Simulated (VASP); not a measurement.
The system is Be.

```xyz
2
Lattice="2.2853 0.0000 0.0000 -1.1426 1.9791 0.0000 0.0000 0.0000 3.5842" Properties=species:S:1:pos:R:3 pbc="T T T"
Be    0.0000    1.3194    0.8961
Be    1.1427    0.6597    2.6882
```

* Program: VASP 6.6.1
* Task: relaxation of cell and atoms
* Functional: LDA
* Potentials or basis: VASP PAW LDA potentials, release 64 (Be)
* Cutoff: 600 eV
* k mesh: 11 × 11 × 6
* Occupations: fermi-dirac, width 0.1 eV
* Spin: no spin polarisation

At the start: pressure -7.9 GPa; volume 8.11 Å³/atom.

Task: Where does the relaxation end?

Result: Over 5 steps the energy falls by 13.9 meV/atom and the volume is 7.56 Å³/atom (-6.7 %); space group P6_3/mmc (No. 194, to 0.05 Å).

The path:
| step | energy change (eV) | largest force (eV/Å) | pressure (GPa) | volume (Å³) |
| --- | --- | --- | --- | --- |
| 1 | 0.0000 | 0.0000 | -7.90 | 16.21 |
| 2 | -0.0272 | 0.0000 | -1.19 | 15.29 |
| 3 | -0.0277 | 0.0000 | 0.00 | 15.15 |
| 4 | -0.0277 | 0.0000 | 0.18 | 15.13 |
| 5 | -0.0279 | 0.0000 | 0.15 | 15.13 |

Final structure:
```yaml
crystal:
  lattice:
    - [2.22829, 0.00000, 0.00000]
    - [-1.11415, 1.92976, 0.00000]
    - [0.00000, 0.00000, 3.51824]
  atoms:
    - { symbol: Be, position: [0.33333, 0.66667, 0.25000] }
    - { symbol: Be, position: [0.66667, 0.33333, 0.75000] }
```
